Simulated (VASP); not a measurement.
Li: relaxation of cell and atoms with PBEsol

The system is Li.

```
CELL_PARAMETERS angstrom
0.00000 3.04000 3.04000
3.04000 0.00000 3.04000
3.04000 3.04000 0.00000
ATOMIC_POSITIONS crystal
Li 0.00000 0.00000 0.00000
Li 0.25000 0.25000 0.25000
```

This isn't the form of Li at room conditions, which is bcc.

```json
{"Program": "VASP 6.6.1", "Task": "relaxation of cell and atoms", "Functional": "PBEsol", "Potentials or basis": "VASP PAW PBE potentials, release 64 (Li_sv)", "Cutoff": "600 eV", "k mesh": "12 × 12 × 12", "Occupations": "fermi-dirac, width 0.1 eV", "Spin": "no spin polarisation", "Dipole correction": "no", "Further INCAR settings": "ALGO = Normal; EDIFF = 1e-06; IBRION = 2; EDIFFG = -0.02; NSW = 80; ISIF = 3"}
```

- Relaxed volume: 24.36 Å³/atom
- Relaxed cell: a = 4.099 Å, b = 4.099 Å, c = 4.099 Å, α = 60.00°, β = 60.00°, γ = 60.00°
- Space group after relaxing (to 0.1 Å): Fd-3m (No. 227)
- Energy gained by relaxing: 5.8 meV/atom
- Ionic steps: 4
- Pressure after relaxing: 0.1 GPa
- Band gap on the k mesh: zero (bands 3 and 4 overlap by 0.85 eV)

The path:
```tsv
step	energy change (eV)	largest force (eV/Å)	pressure (GPa)	volume (Å³)
1	0.0000	0.0000	-0.55	56.19
2	-0.0026	0.0000	-0.50	55.41
3	-0.0085	0.0000	-0.33	53.11
4	-0.0116	0.0000	0.13	48.71
```

Final structure:
```
Li
1.0
     0.00000    2.89866    2.89866
     2.89866    0.00000    2.89866
     2.89866    2.89866    0.00000
Li
2
Direct
  0.00000 0.00000 0.00000
  0.25000 0.25000 0.25000
```

Levels at points of the mesh, in eV from the Fermi level:
```tsv
k point	band 1	band 2	band 3	band 4	band 5	band 6	band 7
(0.00, 0.00, 0.00)	-47.17	-47.08	-3.45	5.76	5.76	5.76	6.88
(0.50, 0.00, 0.00)	-47.15	-47.10	-1.31	-0.29	4.34	4.34	7.19
(0.50, 0.50, 0.00)	-47.12	-47.12	0.08	0.08	2.27	2.27	5.86
```

It took 67 s on 1 thread of AMD EPYC 7R13 Processor (Zen 3) (shared host), peak memory 0.17 GiB.

Caveat: the cutoff is under 1.25 times the usual one of these potentials, so pressure, stress and relaxed cells hold a basis-set (Pulay) error; the PAW data sets were made with another functional, which shifts forces and pressure a little.
